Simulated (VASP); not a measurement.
# SnTe (zincblende type): single point with LDA

SnTe (zincblende type):

```
Sn Te
1.0
     0.00000    3.13414    3.13414
     3.13414    0.00000    3.13414
     3.13414    3.13414    0.00000
Sn Te
1 1
Direct
  0.00000 0.00000 0.00000
  0.25000 0.25000 0.25000
```

```
Program             : VASP 6.6.1
Task                : single point
Functional          : LDA
Potentials or basis : VASP PAW LDA potentials, release 64 (Sn_d, Te)
Cutoff              : 520 eV
k mesh              : 12 × 12 × 12
Occupations         : fermi-dirac, width 0.1 eV
Spin                : no spin polarisation
```

```yaml
Pressure: 17.7 GPa
Band_gap_on_the_k_mesh: zero (bands 10 and 11 overlap by 1.73 eV)
```

Levels at points of the mesh, in eV from the Fermi level:
```
           k point  band 8  band 9  band 10  band 11  band 12  band 13
(0.00, 0.00, 0.00)   -2.92   -2.92    -2.92     0.56     0.56     0.56
(0.50, 0.00, 0.00)   -3.87   -3.87    -2.30     1.57     1.57     4.36
(0.50, 0.50, 0.00)   -5.05   -5.05    -1.10    -0.92     5.71     5.71
```

It took 88 s on 1 thread of Intel Xeon 8259CL (shared host), peak memory 0.22 GiB.

Caveat: the cell stands under pressure; spin-orbit coupling is left out, which moves the levels of the heavy elements.
